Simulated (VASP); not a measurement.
# Au (Fm-3m) in VASP: further runs

Runs on Au. Level: PBE. Tasks: single point.

Program: VASP 6.6.1. These are calculated values, not measurements. Logs are shortened: lines on timing, memory, paths and dates and some standing lists are left out, and cuts for length are marked.

## 1. The cell of the first run

Symmetry: Fm-3m, No. 225, cubic system. Conventional cell: a = 4.157 Å, b = 4.157 Å, c = 4.157 Å, α = 90.00°, β = 90.00°, γ = 90.00°. Au (site symmetry m-3m) has 12 Au at 2.94 Å within 3.9 Å.

## 2. Single point, PBE

File INCAR:

```
PREC = Accurate ; ENCUT = 520
EDIFF = 1E-6 ; ISMEAR = -1
SIGMA = 0.05 ; LREAL = F
LASPH = T ; NELM = 80
ALGO = Normal ; ISIF = 2
LWAVE = F ; LCHARG = T
GGA = PE ; LELF = T
LVHAR = T ; NBANDS = 12
```

File KPOINTS:

```
regular mesh
0
Gamma
  21 21 21
```

File POSCAR:

```
Au
1.0
    0.0000000000      2.0785962888      2.0785962888
    2.0785962888      0.0000000000      2.0785962888
    2.0785962888      2.0785962888      0.0000000000
Au
1
Direct
    0.0000000000      0.0000000000      0.0000000000
```

Potentials or basis: VASP PAW PBE potentials, release 64 (Au).

Command:

```sh
$ cat potpaw_PBE.64/Au/POTCAR > POTCAR
$ mpirun -np 1 vasp_std > vasp.out
```

OUTCAR:

```text
PREC = Accurate
   ENCUT = 520
   EDIFF = 1E-6
   ISMEAR = -1
   LREAL = F
   LASPH = T
   NELM = 80
   ISIF = 2
   GGA = PE

 ion  position               nearest neighbor table
   1  0.000  0.000  0.000-

  LATTYP: Found a face centered cubic cell.
 ALAT       =     4.1571925776

  Lattice vectors:

 A1 = (   0.0000000000,   2.0785962888,   2.0785962888)
 A2 = (   2.0785962888,   0.0000000000,   2.0785962888)
 A3 = (   2.0785962888,   2.0785962888,   0.0000000000)

Analysis of symmetry for initial positions (statically):
=====================================================================
 Subroutine PRICEL returns:
 Original cell was already a primitive cell.

 Routine SETGRP: Setting up the symmetry group for a
 face centered cubic supercell.

 Subroutine GETGRP returns: Found 48 space group operations
[... 9 lines left out ...]

 Routine SETGRP: Setting up the symmetry group for a
 face centered cubic supercell.

 Subroutine GETGRP returns: Found 48 space group operations
[... 11 lines left out ...]
                                     Primitive cell

  volume of cell :      17.9614

  direct lattice vectors                    reciprocal lattice vectors
     0.000000000  2.078596289  2.078596289    -0.240546951  0.240546951  0.240546951
     2.078596289  0.000000000  2.078596289     0.240546951 -0.240546951  0.240546951
     2.078596289  2.078596289  0.000000000     0.240546951  0.240546951 -0.240546951

  length of vectors
     2.939579062  2.939579062  2.939579062     0.416639541  0.416639541  0.416639541

  position of ions in fractional coordinates (direct lattice)
     0.000000000  0.000000000  0.000000000

  ion indices of the primitive-cell ions
   primitive index   ion index
                 1           1

----------------------------------------------------------------------------------------

 KPOINTS: regular mesh

Automatic generation of k-mesh.
 Grid dimensions read from file:
 generate k-points for:   21   21   21

 Generating k-lattice:

  Cartesian coordinates                     Fractional coordinates (reciprocal lattice)
    -0.011454617  0.011454617  0.011454617     0.047619048  0.000000000  0.000000000
     0.011454617 -0.011454617  0.011454617     0.000000000  0.047619048  0.000000000
     0.011454617  0.011454617 -0.011454617     0.000000000  0.000000000  0.047619048

  Length of vectors
     0.019839978  0.019839978  0.019839978

  Shift w.r.t. Gamma in fractional coordinates (k-lattice)
     0.000000000  0.000000000  0.000000000

 Subroutine IBZKPT returns following result:
 ===========================================

 Found    286 irreducible k-points:

 Following reciprocal coordinates:
            Coordinates               Weight
  0.000000  0.000000  0.000000      1.000000
  0.047619  0.000000  0.000000      8.000000
  0.095238  0.000000  0.000000      8.000000
  0.142857  0.000000  0.000000      8.000000
  0.190476  0.000000  0.000000      8.000000
  0.238095  0.000000  0.000000      8.000000
[... 16 lines left out ...]
 -0.428571  0.047619  0.000000     24.000000
 -0.380952  0.047619  0.000000     24.000000
 [... further k-points ...]
   k-points           NKPTS =    286   k-points in BZ     NKDIM =    286   number of bands    NBANDS=     12
   number of dos      NEDOS =    301   number of ions     NIONS =      1
   total plane-waves  NPLWV =  13824
   dimension x,y,z NGX =    24 NGY =   24 NGZ =   24
   dimension x,y,z NGXF=    48 NGYF=   48 NGZF=   48
   ions per type =               1
   NGX,Y,Z   is equivalent  to a cutoff of  13.57, 13.57, 13.57 a.u.
   NGXF,Y,Z  is equivalent  to a cutoff of  27.15, 27.15, 27.15 a.u.
 SYSTEM =  unknown system
   PREC   = accura    normal or accurate (medium, high low for compatibility)
   ISTART =      0    job   : 0-new  1-cont  2-samecut
   ICHARG =      2    charge: 1-file 2-atom 10-const
   ISPIN  =      1    spin polarized calculation?
   LNONCOLLINEAR =      F non collinear calculations
   LSORBIT =      F    spin-orbit coupling
   LASPH  =      T    aspherical Exc in radial PAW
   ENCUT  =  520.0 eV  38.22 Ry    6.18 a.u.   5.47  5.47  5.47*2*pi/ulx,y,z
   NELM   =     80;   NELMIN=  2; NELMDL= -5     # of ELM steps
   EDIFF  = 0.1E-05   stopping-criterion for ELM
   LREAL  =      F    real-space projection
   EDIFFG = 0.1E-04   stopping-criterion for IOM
   NSW    =      0    number of steps for IOM
   IBRION =     -1    ionic relax: 0-MD 1-quasi-New 2-CG
   NFREE  =      0    steps in history (QN), initial steepest desc. (CG)
   ISIF   =      2    stress and relaxation
   ISYM   =      2    0-nonsym 1-usesym 2-fastsym
   POTIM  = 0.5000    time-step for ionic-motion
   TEBEG  =    0.0;   TEEND  =   0.0 temperature during run
   PSTRESS=    0.0 pullay stress
   NELECT =      11.0000    total number of electrons
   NUPDOWN=      -1.0000    fix difference up-down
   EMIN   =  10.00;   EMAX   =-10.00  energy-range for DOS
   EFERMI =   0.00;   METHOD = LEGACY
   ISMEAR =    -1;   SIGMA  =   0.05  broadening in eV -4-tet -1-fermi 0-gaus
   EFERMI_NEDOS =   21; number of points for ismear=-14 and -15
   IALGO  =     38    algorithm
   IMIX   =      4    mixing-type and parameters
     AMIX     =   0.40;   BMIX     =  1.00
     AMIX_MAG =   1.60;   BMIX_MAG =  1.00
  volume/ion in A,a.u.               =      17.96       121.21
  Fermi-wavevector in a.u.,A,eV,Ry     =   1.390248  2.627188 26.297194  1.932789
  Thomas-Fermi vector in A             =   2.514201
   LORBIT       =      0    0 simple, 1 ext, 2 COOP (PROOUT), +10 PAW based schemes
   GGA     = PE    functional components
[... 5 lines left out ...]
 non-spin polarized calculation
  energy-cutoff  :      520.00
  volume of cell :       17.96
 maximum number of plane-waves:       531
 NGX is ok and might be reduce to    24
   NGX = 11   NGY = 11   NGZ = 11

 number of electron      11.0000002 magnetization

 Free energy of the ion-electron system (eV)
  ---------------------------------------------------
  ext. energy  EPLUGINS =         0.00000000
  ---------------------------------------------------
  free energy    TOTEN  =        -3.22008621 eV

  energy without entropy =       -3.21663104  energy(sigma->0) =       -3.21835862

 E-fermi :   8.6574     XC(G=0): -12.4043

 val. band max:        8.6460642413   @ k =  -0.3333   0.1905   0.0000
 cond. band min:       8.6606159150   @ k =  -0.2857   0.2381   0.0476
 fundamental gap:      0.0145516737
 Fermi energy:         8.6573639228

 k-point     1 :       0.0000    0.0000    0.0000
  band No.  band energies     occupation
      1      -0.6903      2.00000
      2       4.2001      2.00000
      3       4.2001      2.00000
      4       4.2001      2.00000
      5       5.5795      2.00000
      6       5.5795      2.00000
      7      23.2032      0.00000
      8      26.8997      0.00000
      9      26.8997      0.00000
     10      26.8997      0.00000
     11      31.6411      0.00000
     12      35.7254      0.00000

 k-point     2 :       0.0476    0.0000    0.0000
  band No.  band energies     occupation
      1      -0.6146      2.00000
      2       4.1766      2.00000
      3       4.2257      2.00000
      4       4.2257      2.00000
      5       5.5682      2.00000
      6       5.5682      2.00000
      7      23.2869      0.00000
      8      26.3548      0.00000
      9      26.9823      0.00000
     10      26.9823      0.00000
     11      32.0919      0.00000
     12      34.6831      0.00000

 k-point     3 :       0.0952    0.0000    0.0000
  band No.  band energies     occupation
      1      -0.3915      2.00000
      2       4.1138      2.00000
      3       4.2952      2.00000
      4       4.2952      2.00000
      5       5.5420      2.00000
      6       5.5420      2.00000
      7      23.4847      0.00000
      8      25.1577      0.00000
      9      27.2172      0.00000
     10      27.2172      0.00000
     11      32.1266      0.00000
     12      34.2641      0.00000

 k-point     4 :       0.1429    0.0000    0.0000
  band No.  band energies     occupation
      1      -0.0355      2.00000
      2       4.0368      2.00000
      3       4.3851      2.00000
      4       4.3851      2.00000
      5       5.5264      2.00000
      6       5.5264      2.00000
      7      23.2163      0.00000
      8      24.2133      0.00000
      9      27.5598      0.00000
     10      27.5598      0.00000
     11      30.9762      0.00000
     12      33.1028      0.00000

 k-point     5 :       0.1905    0.0000    0.0000
  band No.  band energies     occupation
      1       0.4220      2.00000
      2       3.9909      2.00000
      3       4.4542      2.00000
      4       4.4542      2.00000
      5       5.5637      2.00000
      6       5.5637      2.00000
      7      21.6946      0.00000
      8      24.2751      0.00000
      9      27.9031      0.00000
     10      27.9031      0.00000
     11      30.0989      0.00000
     12      32.0176      0.00000

 k-point     6 :       0.2381    0.0000    0.0000
  band No.  band energies     occupation
      1       0.9179      2.00000
      2       4.0523      2.00000
      3       4.4647      2.00000
      4       4.4647      2.00000
      5       5.6898      2.00000
      6       5.6898      2.00000
      7      19.9091      0.00000
      8      24.2185      0.00000
      9      28.0062      0.00000
     10      28.0062      0.00000
     11      29.9004      0.00000
     12      31.2956      0.00000

 k-point     7 :       0.2857    0.0000    0.0000
  band No.  band energies     occupation
      1       1.3480      2.00000
      2       4.3344      2.00000
      3       4.4174      2.00000
      4       4.4174      2.00000
      5       5.8967      2.00000
      6       5.8967      2.00000
      7      18.0486      0.00000
      8      23.8983      0.00000
      9      27.6127      0.00000
     10      27.6127      0.00000
     11      30.3764      0.00000
     12      31.2163      0.00000

 k-point     8 :       0.3333    0.0000    0.0000
  band No.  band energies     occupation
      1       1.6183      2.00000
      2       4.3415      2.00000
      3       4.3415      2.00000
      4       4.9312      2.00000
      5       6.1414      2.00000
      6       6.1414      2.00000
      7      16.1876      0.00000
      8      23.4735      0.00000
      9      26.9051      0.00000
     10      26.9051      0.00000
     11      31.2754      0.00000
     12      31.5941      0.00000
[... 166 lines left out ...]
 k-point    20 :       0.4286    0.0476    0.0000
  band No.  band energies     occupation
      1       1.8198      2.00000
      2       4.1824      2.00000
      3       4.2725      2.00000
      4       5.8817      2.00000
      5       6.5872      2.00000
      6       7.0722      2.00000
      7      13.3152      0.00000
      8      22.9390      0.00000
      9      25.3038      0.00000
     10      25.7932      0.00000
     11      32.4107      0.00000
     12      32.5516      0.00000

 k-point    21 :       0.4762    0.0476    0.0000
  band No.  band energies     occupation
      1       1.8290      2.00000
      2       4.1424      2.00000
      3       4.2261      2.00000
      4       6.2495      2.00000
      5       6.6722      2.00000
      6       7.9007      2.00000
      7      11.9218      0.00000
      8      22.7486      0.00000
      9      25.1547      0.00000
     10      25.2473      0.00000
     11      32.6971      0.00000
     12      32.8572      0.00000

 k-point    22 :      -0.4762    0.0476    0.0000
  band No.  band energies     occupation
      1       1.8295      2.00000
      2       4.1363      2.00000
      3       4.2096      2.00000
      4       6.3653      2.00000
      5       6.6562      2.00000
      6       8.2652      1.99922
      7      11.4344      0.00000
      8      22.6971      0.00000
      9      24.9626      0.00000
     10      25.2716      0.00000
     11      32.8208      0.00000
     12      32.8342      0.00000

 k-point    23 :      -0.4286    0.0476    0.0000
  band No.  band energies     occupation
      1       1.8288      2.00000
      2       4.1640      2.00000
      3       4.2258      2.00000
      4       6.2434      2.00000
      5       6.5389      2.00000
      6       7.6533      2.00000
      7      12.3348      0.00000
      8      22.7868      0.00000
      9      24.9495      0.00000
     10      25.6709      0.00000
     11      32.5214      0.00000
     12      32.7298      0.00000

 k-point    24 :      -0.3810    0.0476    0.0000
  band No.  band energies     occupation
      1       1.8115      2.00000
      2       4.2209      2.00000
      3       4.2732      2.00000
      4       5.7698      2.00000
      5       6.3378      2.00000
      6       6.9525      2.00000
      7      13.8651      0.00000
      8      23.0103      0.00000
      9      25.1879      0.00000
     10      26.3400      0.00000
     11      31.9030      0.00000
     12      32.4041      0.00000

 [... further k-points ...]

------------------------ aborting loop because EDIFF is reached ----------------------------------------

  FORCE on cell =-STRESS in cart. coord.  units (eV):
  Direction    XX          YY          ZZ          XY          YZ          ZX
  --------------------------------------------------------------------------------------
  -------------------------------------------------------------------------------------
  Total       -0.0255672     -0.0255672     -0.0255672      0.0000000      0.0000000     -0.0000000
  in kB       -2.2806233     -2.2806233     -2.2806233      0.0000000      0.0000000     -0.0000000
  external PRESSURE =      -2.2806233 kB  Pullay stress =       0.0000000 kB

 VOLUME and BASIS-vectors are now :
 -----------------------------------------------------------------------------
  energy-cutoff  :      520.00
  volume of cell :       17.96
      direct lattice vectors                 reciprocal lattice vectors
     0.000000000  2.078596289  2.078596289    -0.240546951  0.240546951  0.240546951
     2.078596289  0.000000000  2.078596289     0.240546951 -0.240546951  0.240546951
     2.078596289  2.078596289  0.000000000     0.240546951  0.240546951 -0.240546951

 POSITION                                       TOTAL-FORCE (eV/Angst)
 -----------------------------------------------------------------------------------
      0.00000      0.00000      0.00000         0.000000     -0.000000      0.000000
 -----------------------------------------------------------------------------------
    total drift:                               -0.000000      0.000000     -0.000000

  FREE ENERGIE OF THE ION-ELECTRON SYSTEM (eV)
  ---------------------------------------------------
  free  energy   TOTEN  =        -3.2200862053 eV

  energy  without entropy=       -3.2166310369  energy(sigma->0) =       -3.21835862
```

It took 34 s on 1 thread of Intel Xeon 6975P-C, shared host; peak memory 0.19 GiB.

Results:

```
Free energy : -3.2201 eV
Pressure    : -0.2 GPa
```

Caveat: spin-orbit coupling is left out, which moves the levels of the heavy elements.

(Continued in part 2 of 2.)
